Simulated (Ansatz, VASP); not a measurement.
**Cd in VASP and in Ansatz**

File INCAR:

```
PREC     = Accurate       # precision mode
ENCUT    = 520            # plane-wave cutoff, eV
EDIFF    = 1E-6           # SCF threshold, eV
ISMEAR   = 0              # smearing method
SIGMA    = 0.1            # smearing width, eV
LREAL    = F              # projectors in reciprocal space
LASPH    = T              # aspherical terms in the spheres
NELM     = 60             # most SCF steps
ALGO     = Fast           # electronic algorithm
ISIF     = 2              # what is computed and relaxed
LWAVE    = F              # write WAVECAR
LCHARG   = T              # write CHGCAR
GGA      = PE             # functional
LELF     = T              # ELF
LVHAR    = T            
NBANDS   = 12             # bands
```

File KPOINTS:

```
Automatic mesh
0
Gamma
  16 16 16
```

The input POSCAR:

```
Cd
1.0
    0.0000000000      2.3269180289      2.3269180289
    2.3269180289      0.0000000000      2.3269180289
    2.3269180289      2.3269180289      0.0000000000
Cd
1
Direct
    0.0000000000      0.0000000000      0.0000000000
```

Input for Ansatz:

```yaml
crystal:
  lattice:
    - [0.0, 2.3269180289, 2.3269180289]
    - [2.3269180289, 0.0, 2.3269180289]
    - [2.3269180289, 2.3269180289, 0.0]
  atoms:
    - { symbol: Cd, position: [0.0, 0.0, 0.0] }
basis:
  ecutwfc: 420
kpoints:
  mp_grid: { grid: [16, 16, 16] }
hamiltonian:
  xc: pbe
scf:
  occupations: { method: gaussian, width: 0.1 }
output:
  forces: true
  stress: true
  eigenvalues: true
```

Alike in both runs: task single point; functional PBE; k mesh 16 × 16 × 16; occupations gaussian, width 0.1 eV; no spin polarisation.

```csv
,VASP,Ansatz
version,VASP 6.6.1,Ansatz 0.2.0
potentials or method,"VASP PAW PBE potentials, release 64 (Cd), cutoff 520 eV","scalar-relativistic, plane waves, PAW"
valence electrons in the cell,12,20
```

Ansatz gave:

* gap on the k mesh at the Fermi level (eV): none
* pressure (GPa): -3.0

Problem. Which values does VASP return?

Solution. gap on the k mesh at the Fermi level (eV): none; pressure (GPa): -2.8.

A gap of «none» marks a metal or a gap that the smearing closes. VASP's potentials hold 12 valence electrons a cell and Ansatz's 20, so a difference there can come from the potentials and not from the codes.
